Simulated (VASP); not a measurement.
Wanted: the native input for a VASP 6.6.1 run.

```
Task                               : single point
Functional                         : B3LYP
Potentials or basis                : VASP PAW PBE potentials, release 64 (Pb_d)
Cutoff                             : 520 eV
k mesh                             : 5 × 5 × 3
Occupations                        : fermi-dirac, width 0.05 eV
Spin                               : no spin polarisation
Dipole correction                  : no
Grid for exact exchange (PRECFOCK) : Normal
Further INCAR settings             : ALGO = Normal; EDIFF = 1e-06; NBANDS = 21
Share of exact exchange            : 0.2
```

Pb:

```
Pb
1.0
     3.48000    0.00000    0.00000
    -1.74000    3.01377    0.00000
     0.00000    0.00000    5.59000
Pb
2
Cartesian
  1.7400 1.0046 4.1925
  0.0000 2.0092 1.3975
```

This isn't the form of Pb at room conditions, which is fcc.

The input as run:

POSCAR

```
Pb
1.0
    3.4800000000      0.0000000000      0.0000000000
   -1.7400000000      3.0137684052      0.0000000000
    0.0000000000      0.0000000000      5.5900000000
Pb
2
Direct
    0.6666666667      0.3333333333      0.7500000000
    0.3333333333      0.6666666667      0.2500000000
```

INCAR.step1

```
SYSTEM = Pb
ALGO = Normal
EDIFF = 1E-5
ENCUT = 520
GGA = PE
ISIF = 2
ISMEAR = -1
LASPH = .TRUE.
LREAL = .FALSE.
LWAVE = .TRUE.
NBANDS = 21
NELM = 100
PREC = Accurate
SIGMA = 0.05
```

INCAR.step2

```
SYSTEM = Pb
AEXX = 0.2
AGGAC = 0.81
AGGAX = 0.72
ALDAC = 0.19
ALGO = Normal
EDIFF = 1E-6
ENCUT = 520
GGA = B3
ISIF = 2
ISMEAR = -1
ISTART = 1
LASPH = .TRUE.
LCHARG = .TRUE.
LELF = .TRUE.
LHFCALC = .TRUE.
LREAL = .FALSE.
LVHAR = .TRUE.
LWAVE = .FALSE.
NBANDS = 21
NELM = 100
PREC = Accurate
PRECFOCK = Normal
SIGMA = 0.05
```

KPOINTS

```
k-points
0
G
  5 5 3
  0 0 0
```

Potentials or basis: VASP PAW PBE potentials, release 64 (Pb_d).

Command:

```bash
$ cat potpaw_PBE.64/Pb_d/POTCAR > POTCAR
$ cp INCAR.step1 INCAR
$ mpirun -np 1 vasp_std > vasp.out
$ cp INCAR.step2 INCAR
$ mpirun -np 1 vasp_std > vasp.out
```

Results of the run:

The pressure is 6.8 GPa and the band gap on the k mesh is zero (bands 14 and 15 overlap by 7.17 eV).

Caveat: the k points lie up to 0.42 Å⁻¹ apart, too coarse for converged energies and pressures of a metal; the PAW data sets were made with another functional, which shifts forces and pressure a little; spin-orbit coupling is left out, which moves the levels of the heavy elements.

Wall time 16 min on 1 thread of Intel(R) Xeon(R) Platinum 8488C (Sapphire Rapids), on a shared host, peak memory 0.19 GiB.
